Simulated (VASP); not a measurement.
# ZnS (Cc) in VASP: single point with PBE

Aim: the single point of ZnS with PBE.

Everything below comes from runs of VASP 6.6.1. Logs are shortened: lines on timing, memory, paths and dates and some standing lists are left out, and cuts for length are marked.

## Step 1: The cell of the first run

The structure is monoclinic, space group Cc (No. 9). The conventional cell has a = 6.661 Å, b = 3.845 Å, c = 12.611 Å, α = 90.00°, β = 90.00°, γ = 90.00°. Zn (site symmetry 1) has 4 S at 2.21 to 2.51 Å within 2.9 Å. Zn (site symmetry 1) has 4 S at 2.35 to 2.37 Å within 3.1 Å. S (site symmetry 1) has 4 Zn at 2.35 to 2.36 Å within 3.1 Å. S (site symmetry 1) has 4 Zn at 2.21 to 2.51 Å within 2.9 Å.

## Step 2: Single point, PBE (atoms displaced along a vibrational mode)

File INCAR:

```
SYSTEM = ZnS
  PREC = Accurate
  ENCUT = 520
  EDIFF = 1E-6
  ISMEAR = 0
  SIGMA = 0.05
  LREAL = .False.
  LASPH = .True.
  NELM = 80
  ALGO = Normal
  ISIF = 2
  LWAVE = .False.
  LCHARG = .False.
  GGA = PE
  NBANDS = 46
```

File KPOINTS:

```
regular mesh
0
Gamma
  12 12 2
  0 0 0
```

File POSCAR:

```
ZnS
1.0
    3.8454929876      0.0000000000      0.0000000000
   -1.9227464938      3.3302946173      0.0000000000
    0.0000000000      0.0000000000     12.6106666232
Zn S
4 4
Direct
    0.3191009877      0.6666666667      0.0026098951
    0.3475656789      0.6666666667      0.5026098951
    0.6675007078      0.3333333333      0.2526098951
    0.6658326255      0.3333333333      0.7526098951
    0.3333333333      0.6666666667      0.1898901049
    0.3333333333      0.6666666667      0.6898901049
    0.6341610815      0.3333333333      0.4398901049
    0.6991722519      0.3333333333      0.9398901049
```

Potentials or basis: VASP PAW PBE potentials, release 64 (Zn, S).

The run is started by

```console
$ cat potpaw_PBE.64/Zn/POTCAR potpaw_PBE.64/S/POTCAR > POTCAR
$ mpirun -np 1 vasp_std > vasp.out
```

OUTCAR:

```text
SYSTEM = ZnS
   PREC = Accurate
   ENCUT = 520
   EDIFF = 1E-6
   ISMEAR = 0
   LREAL = .False.
   LASPH = .True.
   NELM = 80
   ISIF = 2
   GGA = PE

 ion  position               nearest neighbor table
   1  0.319  0.667  0.003-   8 2.21   5 2.36   8 2.36   8 2.51
   2  0.348  0.667  0.503-   7 2.21   6 2.36   7 2.36   7 2.51
   3  0.668  0.333  0.253-   5 2.35   5 2.36   5 2.36   7 2.37
   4  0.666  0.333  0.753-   6 2.35   6 2.36   6 2.36   8 2.37
   5  0.333  0.667  0.190-   3 2.35   3 2.36   3 2.36   1 2.36
   6  0.333  0.667  0.690-   4 2.35   4 2.36   4 2.36   2 2.36
   7  0.634  0.333  0.440-   2 2.21   2 2.36   3 2.37   2 2.51
   8  0.699  0.333  0.940-   1 2.21   1 2.36   4 2.37   1 2.51

  LATTYP: Found a hexagonal cell.
 ALAT       =     3.8454929876
 C/A-ratio  =     3.2793367883

  Lattice vectors:

 A1 = (   3.8454929876,   0.0000000000,   0.0000000000)
 A2 = (  -1.9227464938,   3.3302946173,   0.0000000000)
 A3 = (   0.0000000000,   0.0000000000,  12.6106666232)

Analysis of symmetry for initial positions (statically):
=====================================================================
 Subroutine PRICEL returns:
 Original cell was already a primitive cell.

 Routine SETGRP: Setting up the symmetry group for a
 hexagonal supercell.

 Subroutine GETGRP returns: Found  2 space group operations
 (whereof  1 operations were pure point group operations)
 out of a pool of 24 trial point group operations.

The static configuration has the point symmetry C_1 .
 The point group associated with its full space group is C_1h.

Analysis of symmetry for dynamics (positions and initial velocities):
=====================================================================
 Subroutine PRICEL returns:
 Original cell was already a primitive cell.

 Routine SETGRP: Setting up the symmetry group for a
 hexagonal supercell.

 Subroutine GETGRP returns: Found  2 space group operations
 (whereof  1 operations were pure point group operations)
 out of a pool of 24 trial point group operations.

The dynamic configuration has the point symmetry C_1 .
 The point group associated with its full space group is C_1h.

 Subroutine INISYM returns: Found  2 space group operations
 (whereof  1 operations are pure point group operations),
 and found     1 'primitive' translations

----------------------------------------------------------------------------------------

[... 109 lines left out ...]
   NFREE  =      0    steps in history (QN), initial steepest desc. (CG)
   ISIF   =      2    stress and relaxation
   ISYM   =      2    0-nonsym 1-usesym 2-fastsym
   POTIM  = 0.5000    time-step for ionic-motion
   TEBEG  =    0.0;   TEEND  =   0.0 temperature during run
   PSTRESS=    0.0 pullay stress
   NELECT =      72.0000    total number of electrons
   NUPDOWN=      -1.0000    fix difference up-down
   EMIN   =  10.00;   EMAX   =-10.00  energy-range for DOS
   EFERMI =   0.00;   METHOD = LEGACY
   ISMEAR =     0;   SIGMA  =   0.05  broadening in eV -4-tet -1-fermi 0-gaus
   EFERMI_NEDOS =   21; number of points for ismear=-14 and -15
   IALGO  =     38    algorithm
   IMIX   =      4    mixing-type and parameters
     AMIX     =   0.40;   BMIX     =  1.00
     AMIX_MAG =   1.60;   BMIX_MAG =  1.00
  volume/ion in A,a.u.               =      20.19       136.23
  Fermi-wavevector in a.u.,A,eV,Ry     =   1.250628  2.363344 21.280464  1.564070
  Thomas-Fermi vector in A             =   2.384613
   LORBIT       =      0    0 simple, 1 ext, 2 COOP (PROOUT), +10 PAW based schemes
   GGA     = PE    functional components
   LHFCALC =     F    Hartree Fock is set to
   AEXX    =    0.0000 exact exchange contribution
   IVDW    =     0    specifies the selected vdW correction
   LEPSILON=     F    determine dielectric tensor
   LRPA    =     F    only Hartree local field effects (RPA)
 non-spin polarized calculation
 Gauss-broadening in eV      SIGMA  =   0.05
  energy-cutoff  :      520.00
  volume of cell :      161.50
 maximum number of plane-waves:      4395
 NGX is ok and might be reduce to    30
   NGX = 15   NGY = 15   NGZ = 47

 number of electron      72.0000018 magnetization

 Free energy of the ion-electron system (eV)
  ---------------------------------------------------
  ext. energy  EPLUGINS =         0.00000000
  ---------------------------------------------------
  free energy    TOTEN  =       -27.20246845 eV

  energy without entropy =      -27.20246845  energy(sigma->0) =      -27.20246845

 E-fermi :   2.1763     XC(G=0):  -9.5149

 val. band max:        1.9274064127   @ k =   0.0000   0.0000   0.0000
 cond. band min:       3.9963368729   @ k =   0.0000   0.0000   0.0000
 fundamental gap:      2.0689304603
 Fermi energy:         2.1763137257

 k-point     1 :       0.0000    0.0000    0.0000
  band No.  band energies     occupation
      1     -11.1116      2.00000
      2     -10.7167      2.00000
      3     -10.6922      2.00000
      4     -10.2237      2.00000
      5      -4.4567      2.00000
      6      -4.4531      2.00000
[... 1165 lines left out ...]
     45       8.8472      0.00000
     46       9.9617      0.00000

 [... further k-points ...]

------------------------ aborting loop because EDIFF is reached ----------------------------------------

  FORCE on cell =-STRESS in cart. coord.  units (eV):
  Direction    XX          YY          ZZ          XY          YZ          ZX
  --------------------------------------------------------------------------------------
  -------------------------------------------------------------------------------------
  Total        1.2062262      0.5340222      0.3483422      0.0000000      0.4413731      0.0000000
  in kB       11.9664857      5.2978194      3.4557632      0.0000000      4.3786851      0.0000000
  external PRESSURE =       6.9066894 kB  Pullay stress =       0.0000000 kB

 VOLUME and BASIS-vectors are now :
 -----------------------------------------------------------------------------
  energy-cutoff  :      520.00
  volume of cell :      161.50
      direct lattice vectors                 reciprocal lattice vectors
     3.845492988  0.000000000  0.000000000     0.260044682  0.150136867  0.000000000
    -1.922746494  3.330294617  0.000000000     0.000000000  0.300273734  0.000000000
     0.000000000  0.000000000 12.610666623     0.000000000  0.000000000  0.079297949

 POSITION                                       TOTAL-FORCE (eV/Angst)
 -----------------------------------------------------------------------------------
     -0.05473      2.22020      0.03291         0.976896      0.288512      0.183091
      0.05473      2.22020      6.33825        -0.976896      0.288512      0.183091
      1.92595      1.11010      3.18558        -0.053163      0.002757      0.014003
      1.91954      1.11010      9.49091         0.053163      0.002757      0.014003
     -0.00000      2.22020      2.39464         0.000508      0.009615     -0.002094
     -0.00000      2.22020      8.69997        -0.000508      0.009615     -0.002094
      1.79775      1.11010      5.54731         1.087286     -0.300885     -0.195000
      2.04775      1.11010     11.85264        -1.087286     -0.300885     -0.195000
 -----------------------------------------------------------------------------------
    total drift:                               -0.000003     -0.000058     -0.000589

  FREE ENERGIE OF THE ION-ELECTRON SYSTEM (eV)
  ---------------------------------------------------
  free  energy   TOTEN  =       -27.2024684493 eV

  energy  without entropy=      -27.2024684493  energy(sigma->0) =      -27.20246845
```

Run time: 9.1 min. Hardware: 1 thread of Intel Xeon Platinum 8488C (Sapphire Rapids), shared host; peak memory 0.58 GiB.

What came out:

```
Free energy            : -27.2025 eV
Pressure               : 0.7 GPa
Largest force          : 1.145 eV/Å
Band gap on the k mesh : 2.07 eV
```

Forces in eV/Å, atoms in the order of the input:
```
Zn   0.977  0.289  0.183
Zn  -0.977  0.289  0.183
Zn  -0.053  0.003  0.014
Zn   0.053  0.003  0.014
S    0.001  0.010 -0.002
S   -0.001  0.010 -0.002
S    1.087 -0.301 -0.195
S   -1.087 -0.301 -0.195
```

Levels at points of the mesh, in eV from the valence-band top:
```csv
k point,band 33,band 34,band 35,band 36,band 37,band 38,band 39,band 40
"(0.00, 0.00, 0.00)",-0.42,-0.07,-0.01,0.00,2.07,3.05,3.45,3.48
"(0.50, 0.00, 0.00)",-1.56,-1.55,-1.46,-0.85,3.46,3.51,3.69,4.18
"(0.00, 0.50, 0.00)",-1.58,-1.56,-1.38,-0.82,3.50,3.52,3.64,4.14
"(0.00, 0.00, 0.50)",-0.22,-0.22,-0.07,-0.07,2.96,2.96,3.20,3.20
"(0.50, 0.00, 0.50)",-1.48,-1.26,-1.08,-1.05,3.34,3.51,3.70,3.88
"(0.00, 0.50, 0.50)",-1.39,-1.39,-1.01,-1.01,3.44,3.44,3.76,3.76
```

Caveat: the cell differs from its parent crystal (atoms displaced along a vibrational mode); forces of over 1 eV/Å act on the atoms, so gaps and moduli don't describe the material at rest.
